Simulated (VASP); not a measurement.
# Ca (R-3m) in VASP: single point with PBE

Aim: the single point of Ca with PBE.

All numbers are computed with VASP 6.6.1; they aren't measurements. Logs are shortened: lines on timing, memory, paths and dates and some standing lists are left out, and cuts for length are marked.

**1. The cell of the first run**

The structure is trigonal, space group R-3m (No. 166). Conventional cell: a = 9.085 Å, b = 9.085 Å, c = 23.241 Å, α = 90.00°, β = 90.00°, γ = 120.00°. Ca (site symmetry m) has 6 Ca at 3.09 to 3.34 Å within 4.1 Å. Within 4.3 Å of Ca (site symmetry m) lie 7 Ca at 3.30 to 3.72 Å.

**2. Single point, PBE**

The input, INCAR:

```
SYSTEM = Ca
ALGO = Fast
EDIFF = 1E-6
ENCUT = 520
GGA = PE
ISIF = 2
ISMEAR = 0
LASPH = .True.
LCHARG = .False.
LREAL = .False.
LWAVE = .False.
NBANDS = 72
NELM = 100
PREC = Accurate
SIGMA = 0.1
```

The input, KPOINTS:

```
k-points
0
Gamma
  3 3 3
  0 0 0
```

The input, POSCAR:

```
Ca
1.0
    4.5426968138      2.6227272283      7.7471249673
   -4.5426968138      2.6227272283      7.7471249673
    0.0000000000     -5.2454544565      7.7471249673
Ca
12
Direct
    0.0101900000      0.6536100000      0.0101900000
    0.0101900000      0.0101900000      0.6536100000
    0.6536100000      0.0101900000      0.0101900000
    0.9898100000      0.3463900000      0.9898100000
    0.3463900000      0.9898100000      0.9898100000
    0.9898100000      0.9898100000      0.3463900000
    0.2211800000      0.6306000000      0.2211800000
    0.2211800000      0.2211800000      0.6306000000
    0.6306000000      0.2211800000      0.2211800000
    0.7788200000      0.3694000000      0.7788200000
    0.3694000000      0.7788200000      0.7788200000
    0.7788200000      0.7788200000      0.3694000000
```

Potentials or basis: VASP PAW PBE potentials, release 64 (Ca_sv).

Launch:

```
> cat potpaw_PBE.64/Ca_sv/POTCAR > POTCAR
> mpirun -np 1 vasp_std > vasp.out
```

OUTCAR:

```text
SYSTEM = Ca
   EDIFF = 1E-6
   ENCUT = 520
   GGA = PE
   ISIF = 2
   ISMEAR = 0
   LASPH = .True.
   LREAL = .False.
   NELM = 100
   PREC = Accurate

 ion  position               nearest neighbor table
   1  0.010  0.654  0.010-   4 3.09
   2  0.010  0.010  0.654-   6 3.09
   3  0.654  0.010  0.010-   5 3.09
   4  0.990  0.346  0.990-   1 3.09
   5  0.346  0.990  0.990-   3 3.09
   6  0.990  0.990  0.346-   2 3.09
   7  0.221  0.631  0.221-
   8  0.221  0.221  0.631-
   9  0.631  0.221  0.221-
  10  0.779  0.369  0.779-
  11  0.369  0.779  0.779-
  12  0.779  0.779  0.369-

  LATTYP: Found a trigonal (rhomboedric) cell.
 ALAT       =     9.3558932078
 COS(alpha) =     0.5284942553

  Lattice vectors:

 A1 = (   4.5426968138,   2.6227272283,   7.7471249673)
 A2 = (  -4.5426968138,   2.6227272283,   7.7471249673)
 A3 = (   0.0000000000,  -5.2454544565,   7.7471249673)

Analysis of symmetry for initial positions (statically):
=====================================================================
 Subroutine PRICEL returns:
 Original cell was already a primitive cell.

 Routine SETGRP: Setting up the symmetry group for a
 trigonal (rhombohedral) supercell.

 Subroutine GETGRP returns: Found 12 space group operations
 (whereof 12 operations were pure point group operations)
 out of a pool of 12 trial point group operations.

The static configuration has the point symmetry D_3d.

Analysis of symmetry for dynamics (positions and initial velocities):
=====================================================================
 Subroutine PRICEL returns:
 Original cell was already a primitive cell.

 Routine SETGRP: Setting up the symmetry group for a
 trigonal (rhombohedral) supercell.

 Subroutine GETGRP returns: Found 12 space group operations
 (whereof 12 operations were pure point group operations)
 out of a pool of 12 trial point group operations.

The dynamic configuration has the point symmetry D_3d.

 Subroutine INISYM returns: Found 12 space group operations
 (whereof 12 operations are pure point group operations),
 and found     1 'primitive' translations

----------------------------------------------------------------------------------------

                                     Primitive cell

  volume of cell :     553.8073

  direct lattice vectors                    reciprocal lattice vectors
     4.542696814  2.622727228  7.747124967     0.110066778  0.063547084  0.043026714
    -4.542696814  2.622727228  7.747124967    -0.110066778  0.063547084  0.043026714
     0.000000000 -5.245454457  7.747124967     0.000000000 -0.127094167  0.043026714

  length of vectors
     9.355893208  9.355893208  9.355893208     0.134179825  0.134179825  0.134179825

  position of ions in fractional coordinates (direct lattice)
     0.010190000  0.653610000  0.010190000
     0.010190000  0.010190000  0.653610000
     0.653610000  0.010190000  0.010190000
     0.989810000  0.346390000  0.989810000
     0.346390000  0.989810000  0.989810000
     0.989810000  0.989810000  0.346390000
     0.221180000  0.630600000  0.221180000
     0.221180000  0.221180000  0.630600000
     0.630600000  0.221180000  0.221180000
     0.778820000  0.369400000  0.778820000
     0.369400000  0.778820000  0.778820000
     0.778820000  0.778820000  0.369400000

  ion indices of the primitive-cell ions
   primitive index   ion index
                 1           1
                 2           2
                 3           3
                 4           4
                 5           5
                 6           6
                 7           7
                 8           8
                 9           9
                10          10
                11          11
                12          12

----------------------------------------------------------------------------------------

 KPOINTS: k-points

Automatic generation of k-mesh.
 Grid dimensions read from file:
 generate k-points for:    3    3    3

 Generating k-lattice:

  Cartesian coordinates                     Fractional coordinates (reciprocal lattice)
     0.036688926  0.021182361  0.014342238     0.333333333  0.000000000  0.000000000
    -0.036688926  0.021182361  0.014342238     0.000000000  0.333333333  0.000000000
     0.000000000 -0.042364722  0.014342238     0.000000000  0.000000000  0.333333333

  Length of vectors
     0.044726608  0.044726608  0.044726608

  Shift w.r.t. Gamma in fractional coordinates (k-lattice)
     0.000000000  0.000000000  0.000000000

 Subroutine IBZKPT returns following result:
 ===========================================

 Found      6 irreducible k-points:

 Following reciprocal coordinates:
            Coordinates               Weight
  0.000000  0.000000  0.000000      1.000000
  0.333333 -0.000000  0.000000      6.000000
  0.333333  0.333333  0.000000      6.000000
 -0.333333  0.333333  0.000000      6.000000
  0.333333  0.333333  0.333333      2.000000
 -0.333333  0.333333  0.333333      6.000000
   k-points           NKPTS =      6   k-points in BZ     NKDIM =      6   number of bands    NBANDS=     72
   number of dos      NEDOS =    301   number of ions     NIONS =     12
   total plane-waves  NPLWV = 343000
   dimension x,y,z NGX =    70 NGY =   70 NGZ =   70
   dimension x,y,z NGXF=   140 NGYF=  140 NGZF=  140
   ions per type =              12
   NGX,Y,Z   is equivalent  to a cutoff of  12.44, 12.44, 12.44 a.u.
   NGXF,Y,Z  is equivalent  to a cutoff of  24.88, 24.88, 24.88 a.u.
 SYSTEM =  Ca
   PREC   = accura    normal or accurate (medium, high low for compatibility)
   ISTART =      0    job   : 0-new  1-cont  2-samecut
   ICHARG =      2    charge: 1-file 2-atom 10-const
   ISPIN  =      1    spin polarized calculation?
   LNONCOLLINEAR =      F non collinear calculations
   LSORBIT =      F    spin-orbit coupling
   LASPH  =      T    aspherical Exc in radial PAW
   ENCUT  =  520.0 eV  38.22 Ry    6.18 a.u.  17.40 17.40 17.40*2*pi/ulx,y,z
   NELM   =    100;   NELMIN=  2; NELMDL= -5     # of ELM steps
   EDIFF  = 0.1E-05   stopping-criterion for ELM
   LREAL  =      F    real-space projection
   EDIFFG = 0.1E-04   stopping-criterion for IOM
   NSW    =      0    number of steps for IOM
   IBRION =     -1    ionic relax: 0-MD 1-quasi-New 2-CG
   NFREE  =      0    steps in history (QN), initial steepest desc. (CG)
   ISIF   =      2    stress and relaxation
   ISYM   =      2    0-nonsym 1-usesym 2-fastsym
   POTIM  = 0.5000    time-step for ionic-motion
   TEBEG  =    0.0;   TEEND  =   0.0 temperature during run
   PSTRESS=    0.0 pullay stress
   NELECT =     120.0000    total number of electrons
   NUPDOWN=      -1.0000    fix difference up-down
   EMIN   =  10.00;   EMAX   =-10.00  energy-range for DOS
   EFERMI =   0.00;   METHOD = LEGACY
   ISMEAR =     0;   SIGMA  =   0.10  broadening in eV -4-tet -1-fermi 0-gaus
   EFERMI_NEDOS =   21; number of points for ismear=-14 and -15
   IALGO  =     68    algorithm
   IMIX   =      4    mixing-type and parameters
     AMIX     =   0.40;   BMIX     =  1.00
     AMIX_MAG =   1.60;   BMIX_MAG =  1.00
  volume/ion in A,a.u.               =      46.15       311.44
  Fermi-wavevector in a.u.,A,eV,Ry     =   0.983292  1.858152 13.154962  0.966862
  Thomas-Fermi vector in A             =   2.114439
   LORBIT       =      0    0 simple, 1 ext, 2 COOP (PROOUT), +10 PAW based schemes
   GGA     = PE    functional components
   LHFCALC =     F    Hartree Fock is set to
   AEXX    =    0.0000 exact exchange contribution
   IVDW    =     0    specifies the selected vdW correction
   LEPSILON=     F    determine dielectric tensor
   LRPA    =     F    only Hartree local field effects (RPA)
 non-spin polarized calculation
 RMM-DIIS sequential band-by-band and
 Gauss-broadening in eV      SIGMA  =   0.10
  energy-cutoff  :      520.00
  volume of cell :      553.81
 maximum number of plane-waves:     14933
 NGX is ok and might be reduce to    70
   NGX = 35   NGY = 35   NGZ = 35

 number of electron     120.0000000 magnetization

 Free energy of the ion-electron system (eV)
  ---------------------------------------------------
  ext. energy  EPLUGINS =         0.00000000
  ---------------------------------------------------
  free energy    TOTEN  =       -10.81261063 eV

  energy without entropy =      -10.66882067  energy(sigma->0) =      -10.74071565

 E-fermi :   1.4446     XC(G=0):  -7.2247

 val. band max:        1.4207685362   @ k =   0.3333   0.3333   0.0000
 cond. band min:       1.4765144590   @ k =  -0.3333   0.3333   0.0000
 fundamental gap:      0.0557459228
 Fermi energy:         1.4446183609

 k-point     1 :       0.0000    0.0000    0.0000
  band No.  band energies     occupation
      1     -40.6988      2.00000
      2     -40.6583      2.00000
      3     -40.6583      2.00000
      4     -40.6531      2.00000
      5     -40.6211      2.00000
      6     -40.6211      2.00000
[... 64 lines left out ...]
     71       2.1805      0.00000
     72       2.3217      0.00000

 k-point     2 :       0.3333   -0.0000    0.0000
  band No.  band energies     occupation
      1     -40.6941      2.00000
      2     -40.6742      2.00000
      3     -40.6583      2.00000
      4     -40.6392      2.00000
      5     -40.6235      2.00000
      6     -40.6211      2.00000
[... 64 lines left out ...]
     71       2.2303      0.00000
     72       2.2732      0.00000

 k-point     3 :       0.3333    0.3333    0.0000
  band No.  band energies     occupation
      1     -40.6925      2.00000
      2     -40.6752      2.00000
      3     -40.6604      2.00000
      4     -40.6391      2.00000
      5     -40.6251      2.00000
      6     -40.6179      2.00000
[... 64 lines left out ...]
     71       2.2261      0.00000
     72       2.2780      0.00000

 k-point     4 :      -0.3333    0.3333    0.0000
  band No.  band energies     occupation
      1     -40.6872      2.00000
      2     -40.6832      2.00000
      3     -40.6598      2.00000
      4     -40.6311      2.00000
      5     -40.6301      2.00000
      6     -40.6188      2.00000
[... 64 lines left out ...]
     71       2.1970      0.00000
     72       2.2554      0.00000

 k-point     5 :       0.3333    0.3333    0.3333
  band No.  band energies     occupation
      1     -40.6955      2.00000
      2     -40.6604      2.00000
      3     -40.6604      2.00000
      4     -40.6579      2.00000
      5     -40.6179      2.00000
      6     -40.6179      2.00000
[... 64 lines left out ...]
     71       2.1918      0.00000
     72       2.2586      0.00000

 k-point     6 :      -0.3333    0.3333    0.3333
  band No.  band energies     occupation
      1     -40.6903      2.00000
      2     -40.6775      2.00000
      3     -40.6604      2.00000
      4     -40.6423      2.00000
      5     -40.6215      2.00000
      6     -40.6179      2.00000
[... 64 lines left out ...]
     71       2.2025      0.00000
     72       2.2381      0.00000

------------------------ aborting loop because EDIFF is reached ----------------------------------------

  FORCE on cell =-STRESS in cart. coord.  units (eV):
  Direction    XX          YY          ZZ          XY          YZ          ZX
  --------------------------------------------------------------------------------------
  -------------------------------------------------------------------------------------
  Total       17.6262727     17.6262727     22.6183582      0.0000000      0.0000000      0.0000000
  in kB       50.9932131     50.9932131     65.4354315      0.0000000      0.0000000      0.0000000
  external PRESSURE =      55.8072859 kB  Pullay stress =       0.0000000 kB

 VOLUME and BASIS-vectors are now :
 -----------------------------------------------------------------------------
  energy-cutoff  :      520.00
  volume of cell :      553.81
      direct lattice vectors                 reciprocal lattice vectors
     4.542696814  2.622727228  7.747124967     0.110066778  0.063547084  0.043026714
    -4.542696814  2.622727228  7.747124967    -0.110066778  0.063547084  0.043026714
     0.000000000 -5.245454457  7.747124967     0.000000000 -0.127094167  0.043026714

 POSITION                                       TOTAL-FORCE (eV/Angst)
 -----------------------------------------------------------------------------------
     -2.92286      1.68752      5.22148         0.704722     -0.406872     -0.159439
      0.00000     -3.37503      5.22148         0.000000      0.813743     -0.159439
      2.92286      1.68752      5.22148        -0.704722     -0.406872     -0.159439
      2.92286     -1.68752     18.01989        -0.704722      0.406872      0.159439
     -2.92286     -1.68752     18.01989         0.704722      0.406872      0.159439
      0.00000      3.37503     18.01989         0.000000     -0.813743      0.159439
     -1.85987      1.07380      8.31236         1.169781     -0.675374      0.305653
      0.00000     -2.14759      8.31236         0.000000      1.350747      0.305653
      1.85987      1.07380      8.31236        -1.169781     -0.675374      0.305653
      1.85987     -1.07380     14.92902        -1.169781      0.675374     -0.305653
     -1.85987     -1.07380     14.92902         1.169781      0.675374     -0.305653
      0.00000      2.14759     14.92902         0.000000     -1.350747     -0.305653
 -----------------------------------------------------------------------------------
    total drift:                               -0.000000     -0.000000      0.000000

  FREE ENERGIE OF THE ION-ELECTRON SYSTEM (eV)
  ---------------------------------------------------
  free  energy   TOTEN  =       -10.8126106285 eV

  energy  without entropy=      -10.6688206740  energy(sigma->0) =      -10.74071565
```

Run time: 21 min. Hardware: 1 thread of Intel Xeon Platinum 8259CL at 2.50GHz (Skylake/Cascade Lake), shared host; peak memory 0.78 GiB.

Results:

```
Free energy            : -10.8126 eV
Pressure               : 5.6 GPa
Largest force          : 1.385 eV/Å
Band gap on the k mesh : zero (bands 60 and 61 overlap by 0.06 eV)
```

Forces on the atoms (eV/Å):
```
Ca   0.705 -0.407 -0.159
Ca   0.000  0.814 -0.159
Ca  -0.705 -0.407 -0.159
Ca  -0.705  0.407  0.159
Ca   0.705  0.407  0.159
Ca   0.000 -0.814  0.159
Ca   1.170 -0.675  0.306
Ca   0.000  1.351  0.306
Ca  -1.170 -0.675  0.306
Ca  -1.170  0.675 -0.306
Ca   1.170  0.675 -0.306
Ca   0.000 -1.351 -0.306
```

Stress tensor (GPa, compression positive):
```
5.10 0.00 0.00
0.00 5.10 0.00
0.00 0.00 6.54
```

Caveat: the cell stands under pressure; forces of over 1 eV/Å act on the atoms, so gaps and moduli don't describe the material at rest.
